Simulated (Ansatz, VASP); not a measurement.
**WC: VASP beside Ansatz**

```
CELL_PARAMETERS angstrom
0.00000 2.31474 1.96753
2.31474 0.00000 1.96753
2.31474 2.31474 0.00000
ATOMIC_POSITIONS crystal
W 0.00000 0.00000 0.00000
C 0.50000 0.50000 0.50000
```

Alike in both runs: task single point; functional PBE; k mesh 20 × 20 × 20; occupations gaussian, width 0.15 eV; no spin polarisation.

|  | VASP | Ansatz |
| --- | --- | --- |
| version | VASP 6.6.1 | Ansatz 0.2.0 |
| potentials or method | VASP PAW PBE potentials, release 64 (W_sv, C), cutoff 520 eV | scalar-relativistic, plane waves, PAW |
| valence electrons in the cell | 18 | 18 |

Ansatz gave:

| Quantity | Value |
| --- | --- |
| gap on the k mesh at the Fermi level (eV) | none |
| pressure (GPa) | 20.4 |
| traceless stress, the component that is largest in VASP (GPa) | 82.32 |

Problem. Which values does VASP return?

Solution. gap on the k mesh at the Fermi level (eV): none; pressure (GPa): 21.2; traceless stress, the component that is largest in VASP (GPa): 82.68.

A gap of «none» marks a metal or a gap that the smearing closes.

Spin-orbit coupling is off throughout.
